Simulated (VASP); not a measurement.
# I (Imma) in VASP: single point with PBE

Aim: the single point of I with PBE.

Everything below comes from runs of VASP 6.6.1. Logs are shortened: lines on timing, memory, paths and dates and some standing lists are left out, and cuts for length are marked.

## (1) The cell of the first run

Symmetry: Imma, No. 74, orthorhombic system. The conventional cell has a = 6.373 Å, b = 6.706 Å, c = 3.610 Å, α = 90.00°, β = 90.00°, γ = 90.00°. I (site symmetry mm2) has 8 I at 3.38 to 3.88 Å within 4.4 Å.

## (2) Single point, PBE

INCAR reads:

```
PREC = Accurate
ENCUT = 520
EDIFF = 1E-6
ISMEAR = -1
SIGMA = 0.043
LREAL = False
LASPH = True
NELM = 100
ALGO = Normal
ISIF = 2
LWAVE = False
LCHARG = False
GGA = PE
NBANDS = 14
```

KPOINTS reads:

```
regular mesh
0
Gamma
  11 11 11
```

POSCAR reads:

```
I
1.0
    0.0000000000      0.0000000000      3.6097590000
    3.3528290000     -3.1864970000      1.8048790000
    3.3528290000      3.1864970000     -1.8048790000
I
2
Direct
    0.4430000000      0.7500000000      0.2500000000
    0.5570000000      0.2500000000      0.7500000000
```

Potentials or basis: VASP PAW PBE potentials, release 64 (I).

The run is started by

```sh
> cat potpaw_PBE.64/I/POTCAR > POTCAR
> mpirun -np 1 vasp_std > vasp.out
```

OUTCAR:

```text
PREC = Accurate
   ENCUT = 520
   EDIFF = 1E-6
   ISMEAR = -1
   LREAL = False
   LASPH = True
   NELM = 100
   ISIF = 2
   GGA = PE

 ion  position               nearest neighbor table
   1  0.443  0.750  0.250-   2 3.38   2 3.38   2 3.48   2 3.48
   2  0.557  0.250  0.750-   1 3.38   1 3.38   1 3.48   1 3.48

  LATTYP: Found a body centered orthorhombic cell.
 ALAT       =     3.6097590000
 B/A-ratio  =     1.7654901615
 C/A-ratio  =     1.8576470064

  Lattice vectors:

 A1 = (  -3.3528290000,   3.1864970000,  -1.8048790000)
 A2 = (  -3.3528290000,  -3.1864970000,   1.8048790000)
 A3 = (   3.3528290000,   3.1864970000,   1.8048800000)

Analysis of symmetry for initial positions (statically):
=====================================================================
 Subroutine PRICEL returns:
 Original cell was already a primitive cell.

 Routine SETGRP: Setting up the symmetry group for a
 body centered orthorhombic supercell.

 Subroutine GETGRP returns: Found  8 space group operations
 (whereof  4 operations were pure point group operations)
 out of a pool of  8 trial point group operations.

The static configuration has the point symmetry C_2h.
 The point group associated with its full space group is D_2h.

Analysis of symmetry for dynamics (positions and initial velocities):
=====================================================================
 Subroutine PRICEL returns:
 Original cell was already a primitive cell.

 Routine SETGRP: Setting up the symmetry group for a
 body centered orthorhombic supercell.

 Subroutine GETGRP returns: Found  8 space group operations
 (whereof  4 operations were pure point group operations)
 out of a pool of  8 trial point group operations.

The dynamic configuration has the point symmetry C_2h.
 The point group associated with its full space group is D_2h.

 Subroutine INISYM returns: Found  8 space group operations
 (whereof  4 operations are pure point group operations),
 and found     1 'primitive' translations

----------------------------------------------------------------------------------------

                                     Primitive cell

  volume of cell :      77.1317

  direct lattice vectors                    reciprocal lattice vectors
     0.000000000  0.000000000  3.609759000     0.000000000  0.156912077  0.277026804
     3.352829000 -3.186497000  1.804879000     0.149127796 -0.156912120  0.000000000
     3.352829000  3.186497000 -1.804879000     0.149127796  0.156912120  0.000000000

  length of vectors
[... 93 lines left out ...]
   NELECT =      14.0000    total number of electrons
   NUPDOWN=      -1.0000    fix difference up-down
   EMIN   =  10.00;   EMAX   =-10.00  energy-range for DOS
   EFERMI =   0.00;   METHOD = LEGACY
   ISMEAR =    -1;   SIGMA  =   0.04  broadening in eV -4-tet -1-fermi 0-gaus
   EFERMI_NEDOS =   21; number of points for ismear=-14 and -15
   IALGO  =     38    algorithm
   IMIX   =      4    mixing-type and parameters
     AMIX     =   0.40;   BMIX     =  1.00
     AMIX_MAG =   1.60;   BMIX_MAG =  1.00
  volume/ion in A,a.u.               =      38.57       260.26
  Fermi-wavevector in a.u.,A,eV,Ry     =   0.926915  1.751615 11.689731  0.859171
  Thomas-Fermi vector in A             =   2.052928
   LORBIT       =      0    0 simple, 1 ext, 2 COOP (PROOUT), +10 PAW based schemes
   GGA     = PE    functional components
   LHFCALC =     F    Hartree Fock is set to
   AEXX    =    0.0000 exact exchange contribution
   IVDW    =     0    specifies the selected vdW correction
   LEPSILON=     F    determine dielectric tensor
   LRPA    =     F    only Hartree local field effects (RPA)
 non-spin polarized calculation
  energy-cutoff  :      520.00
  volume of cell :       77.13
 maximum number of plane-waves:      2098
   NGX = 13   NGY = 19   NGZ = 19

 number of electron      14.0000000 magnetization

 Free energy of the ion-electron system (eV)
  ---------------------------------------------------
  ext. energy  EPLUGINS =         0.00000000
  ---------------------------------------------------
  free energy    TOTEN  =        -2.26157788 eV

  energy without entropy =       -2.24467814  energy(sigma->0) =       -2.25312801

 E-fermi :   3.7483     XC(G=0):  -8.5692

 val. band max:        3.7476395554   @ k =   0.3636  -0.1818   0.0909
 cond. band min:       3.7536829944   @ k =   0.3636  -0.2727   0.2727
 fundamental gap:      0.0060434390
 Fermi energy:         3.7482897564

 k-point     1 :       0.0000    0.0000    0.0000
  band No.  band energies     occupation
      1      -9.6974      2.00000
      2      -7.6544      2.00000
      3       0.1676      2.00000
      4       0.3286      2.00000
      5       3.8032      0.43614
      6       3.9813      0.00882
      7       4.0217      0.00346
      8       4.0451      0.00201
      9       7.7527      0.00000
     10       9.7662      0.00000
     11      10.7095      0.00000
     12      11.2371      0.00000
     13      12.6713      0.00000
     14      13.3798      0.00000
[... 377 lines left out ...]
      1      -8.5090      2.00000
      2      -7.7808      2.00000
      3      -0.5002      2.00000
      4       0.4811      2.00000
      5       0.5096      2.00000
      6       2.2837      2.00000
      7       3.5341      1.98635
      8       4.1961      0.00006
      9       8.5219      0.00000
     10       9.8033      0.00000
     11      11.0764      0.00000
     12      12.8299      0.00000
     13      12.9240      0.00000
     14      13.4952      0.00000

 [... further k-points ...]

------------------------ aborting loop because EDIFF is reached ----------------------------------------

  FORCE on cell =-STRESS in cart. coord.  units (eV):
  Direction    XX          YY          ZZ          XY          YZ          ZX
  --------------------------------------------------------------------------------------
  -------------------------------------------------------------------------------------
  Total       -1.5318680      1.3181865      0.7966315      0.0000000      0.0000002      0.0000000
  in kB      -31.8198995     27.3813160     16.5475976      0.0000000      0.0000043      0.0000000
  external PRESSURE =       4.0363381 kB  Pullay stress =       0.0000000 kB

 VOLUME and BASIS-vectors are now :
 -----------------------------------------------------------------------------
  energy-cutoff  :      520.00
  volume of cell :       77.13
      direct lattice vectors                 reciprocal lattice vectors
     0.000000000  0.000000000  3.609759000     0.000000000  0.156912077  0.277026804
     3.352829000 -3.186497000  1.804879000     0.149127796 -0.156912120  0.000000000
     3.352829000  3.186497000 -1.804879000     0.149127796  0.156912120  0.000000000

 POSITION                                       TOTAL-FORCE (eV/Angst)
 -----------------------------------------------------------------------------------
      3.35283     -1.59325      2.50156         0.000000     -0.000000      0.413091
      3.35283      1.59325      1.10820         0.000000      0.000000     -0.413091
 -----------------------------------------------------------------------------------
    total drift:                               -0.000000      0.000000     -0.000000

  FREE ENERGIE OF THE ION-ELECTRON SYSTEM (eV)
  ---------------------------------------------------
  free  energy   TOTEN  =        -2.2615778790 eV

  energy  without entropy=       -2.2446781372  energy(sigma->0) =       -2.25312801
```

OSZICAR:

```text
N       E                     dE             d eps       ncg     rms          rms(c)
DAV:   1     0.678221861399E+02    0.67822E+02   -0.52770E+03  6048   0.809E+02
DAV:   2     0.203187321199E+01   -0.65790E+02   -0.61774E+02  8384   0.126E+02
DAV:   3    -0.219618060433E+01   -0.42281E+01   -0.41827E+01  7974   0.366E+01
DAV:   4    -0.226891905333E+01   -0.72738E-01   -0.72726E-01  8030   0.581E+00
DAV:   5    -0.227014449254E+01   -0.12254E-02   -0.12254E-02  8172   0.699E-01    0.575E+00
DAV:   6    -0.226165469476E+01    0.84898E-02   -0.11904E-02  7386   0.530E-01    0.357E+00
DAV:   7    -0.226200332330E+01   -0.34863E-03   -0.16768E-02  7362   0.649E-01    0.178E-01
DAV:   8    -0.226156049209E+01    0.44283E-03   -0.20487E-03  7116   0.220E-01    0.696E-02
DAV:   9    -0.226157488266E+01   -0.14391E-04   -0.44747E-05  8274   0.437E-02    0.215E-02
DAV:  10    -0.226157716508E+01   -0.22824E-05   -0.41040E-06  7356   0.117E-02    0.527E-03
DAV:  11    -0.226157787898E+01   -0.71390E-06   -0.15808E-06  6852   0.756E-03
   1 F= -.22615779E+01 E0= -.22531280E+01  d E =-.168997E-01
```

It took 3.1 min on 1 thread of Intel Xeon Platinum 8259CL at 2.50GHz (Skylake/Cascade Lake), shared host; peak memory 0.33 GiB.

Results:

* Free energy: -2.2616 eV
* Pressure: 0.4 GPa
* Largest force: 0.413 eV/Å
* Band gap on the k mesh: zero (band 7 reaches 4.74 eV, above the bottom of band 8 at 2.88 eV)

Forces in eV/Å, atoms in the order of the input:
```
I    0.000  0.000  0.413
I    0.000  0.000 -0.413
```

Caveat: spin-orbit coupling is left out, which moves the levels of the heavy elements.
